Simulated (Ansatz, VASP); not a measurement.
Given: the input of a run of Ansatz 0.2.0 on TiO2.

File input.yaml:

```yaml
crystal:
  lattice:
    - [6.0279587373, -1.8450195788, 0.0]
    - [6.0279587373, 1.8450195788, 0.0]
    - [-1.8889614683, 0.0, 6.1997680296]
  atoms:
    - { symbol: Ti, position: [0.900071, 0.900071, 0.289602] }
    - { symbol: Ti, position: [0.195286, 0.195286, 0.283762] }
    - { symbol: Ti, position: [0.099929, 0.099929, 0.710398] }
    - { symbol: Ti, position: [0.804714, 0.804714, 0.716238] }
    - { symbol: O, position: [0.361931, 0.361931, 0.293397] }
    - { symbol: O, position: [0.2634885, 0.2634885, 0.6525] }
    - { symbol: O, position: [0.8671885, 0.8671885, 0.995291] }
    - { symbol: O, position: [0.7365115, 0.7365115, 0.3475] }
    - { symbol: O, position: [0.9416475, 0.9416475, 0.630021] }
    - { symbol: O, position: [0.1328115, 0.1328115, 0.004709] }
    - { symbol: O, position: [0.638069, 0.638069, 0.706603] }
    - { symbol: O, position: [0.0583525, 0.0583525, 0.369979] }
hamiltonian:
  xc: { exchange: b88, correlation: pbe }
  pseudopotentials: { kind: paw }
kpoints:
  mp_grid: { grid: [8, 8, 4] }
scf:
  occupations: { method: fermi_dirac, width: 0.05 }
output:
  forces: true
  stress: true
  eigenvalues: true
```

Potentials or basis: Ansatz PAW.

Run with:

```bash
$ ansatz run input.yaml --threads 2 --pin off --max-ram 5120MiB --backend cpu --events-out ev --progress --plain --runs-dir out
```

Question: Set up the same calculation for VASP 6.6.1. Potentials there: VASP PAW PBE potentials, release 64 (Ti_sv, O).

Answer: As run (the cutoff follows the program's own potentials):

Contents of INCAR:

```
  ALGO = Normal
  EDIFF = 1E-6
  ENCUT = 600
  GGA = LIBXC
  GGA_COMPAT = F
  ISIF = 2
  ISMEAR = -1
  LASPH = T
  LCHARG = F
  LIBXC1 = GGA_X_B88
  LIBXC2 = GGA_C_PBE
  LREAL = F
  LWAVE = F
  NBANDS = 60
  NELM = 120
  PREC = Accurate
  SIGMA = 0.05
```

The input KPOINTS:

```
k-points
0
Gamma
  8 8 4
```

POSCAR

```
TiO2
1.0
    6.0279587373     -1.8450195788      0.0000000000
    6.0279587373      1.8450195788      0.0000000000
   -1.8889614683      0.0000000000      6.1997680296
Ti O
4 8
Direct
    0.9000710000      0.9000710000      0.2896020000
    0.1952860000      0.1952860000      0.2837620000
    0.0999290000      0.0999290000      0.7103980000
    0.8047140000      0.8047140000      0.7162380000
    0.3619310000      0.3619310000      0.2933970000
    0.2634885000      0.2634885000      0.6525000000
    0.8671885000      0.8671885000      0.9952910000
    0.7365115000      0.7365115000      0.3475000000
    0.9416475000      0.9416475000      0.6300210000
    0.1328115000      0.1328115000      0.0047090000
    0.6380690000      0.6380690000      0.7066030000
    0.0583525000      0.0583525000      0.3699790000
```

Potentials or basis: VASP PAW PBE potentials, release 64 (Ti_sv, O).

Run with:

```console
$ cat potpaw_PBE.64/Ti_sv/POTCAR potpaw_PBE.64/O/POTCAR > POTCAR
$ mpirun -np 1 vasp_std > vasp.out
```

Both were run:

|  | VASP | Ansatz | Ansatz less VASP |
| --- | --- | --- | --- |
| gap on the k mesh at the Fermi level (eV) | 2.94 | 2.96 | +0.024 |
| least direct gap on the mesh (eV) | 3.12 | 3.15 | +0.023 |
| pressure (GPa) | 12.5 | 12.0 | -0.47 |
| traceless stress, the component that is largest in VASP (GPa) | 0.58 | 0.49 | -0.086 |
| rms of the force components (eV/Å) | 0.150 | 0.127 | -0.0232 |

VASP's potentials were made for PBE, not for b88 exchange, pbe correlation. Atom by atom the forces differ by 0.026 eV/Å (rms over components).
